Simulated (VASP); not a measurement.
Input of a VASP 6.6.1 run:

Contents of POSCAR:

```
HgTe
1.0
    0.0000000000      3.2036397821      3.2036397821
    3.2036397821      0.0000000000      3.2036397821
    3.2036397821      3.2036397821      0.0000000000
Hg Te
1 1
Direct
    0.0000000000      0.0000000000      0.0000000000
    0.2500000000      0.2500000000      0.2500000000
```

INCAR.step1

```
PREC     = Accurate       # precision mode
ENCUT    = 520            # plane-wave cutoff, eV
ISMEAR   = -1             # smearing method
SIGMA    = 0.02           # smearing width, eV
LREAL    = False          # projectors in reciprocal space
LASPH    = True           # aspherical terms in the spheres
NELM     = 60             # most SCF steps
NBANDS   = 16             # bands
GGA      = PE             # functional
ALGO     = Normal         # electronic algorithm
EDIFF    = 1E-4           # SCF threshold, eV
LWAVE    = True           # write WAVECAR
LCHARG   = False          # write CHGCAR
```

Contents of INCAR.step2:

```
PREC     = Accurate       # precision mode
ENCUT    = 520            # plane-wave cutoff, eV
EDIFF    = 1E-7           # SCF threshold, eV
ISMEAR   = -1             # smearing method
SIGMA    = 0.02           # smearing width, eV
LREAL    = False          # projectors in reciprocal space
LASPH    = True           # aspherical terms in the spheres
NELM     = 60             # most SCF steps
ALGO     = Normal         # electronic algorithm
ISIF     = 2              # what is computed and relaxed
LWAVE    = False          # write WAVECAR
LCHARG   = False          # write CHGCAR
METAGGA  = R2SCAN         # meta-GGA
LMIXTAU  = True         
NBANDS   = 16             # bands
ISTART   = 1
```

File KPOINTS:

```
Automatic mesh
0
Gamma
  6 6 6
```

Potentials or basis: VASP PAW PBE potentials, release 64 (Hg, Te).

Launch:

```console
$ cat potpaw_PBE.64/Hg/POTCAR potpaw_PBE.64/Te/POTCAR > POTCAR
$ cp INCAR.step1 INCAR
$ mpirun -np 1 vasp_std > vasp.out
$ cp INCAR.step2 INCAR
$ mpirun -np 1 vasp_std > vasp.out
```

Problem. Predict the pressure.

Solution. 3.9 GPa.

Problem. Predict the band gap on the k mesh.

Solution. Zero (filled and empty bands touch).

Caveat: the cell differs from its parent crystal (strain -2.6%); the PAW data sets were made with another functional, which shifts forces and pressure a little; spin-orbit coupling is left out, which moves the levels of the heavy elements.
